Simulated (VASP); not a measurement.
**Si2Ni: single point with LDA**

The system is Si2Ni.

```xyz
3
Lattice="0.0000 2.6755 2.6755 2.6755 0.0000 2.6755 2.6755 2.6755 0.0000" Properties=species:S:1:pos:R:3 pbc="T T T"
Si    1.3377    1.3377    1.3377
Si    4.0132    4.0132    4.0132
Ni    0.0000    0.0000    0.0000
```

```json
{
 "Program": "VASP 6.6.1",
 "Task": "single point",
 "Functional": "LDA",
 "Potentials or basis": "VASP PAW LDA potentials, release 64 (Si, Ni)",
 "Cutoff": "520 eV",
 "k mesh": "14 × 14 × 14",
 "Occupations": "gaussian, width 0.15 eV",
 "Spin": "collinear spin, ferromagnetic start",
 "Starting moments": "[0.0, 0.0, 0.5] μB",
 "Fixed moment": "0.5 μB",
 "Dipole correction": "no",
 "Further INCAR settings": "ALGO = Normal; EDIFF = 1e-06; NBANDS = 20"
}
```

```yaml
Pressure: 1.2 GPa
Net_moment: 0.50 μB per cell
Site_moments: Si +0.07; Ni +0.24 μB
Valence_electrons_inside_the_program's_atomic_spheres: Si 1.62; Ni 9.91
```

Run time: 2.1 min on 1 thread of Intel(R) Xeon(R) Platinum 8375C CPU @ 2.90GHz (Ice Lake), with other jobs on the host, peak memory 0.23 GiB.

Caveat: the total moment is fixed, so each spin has its own Fermi level.
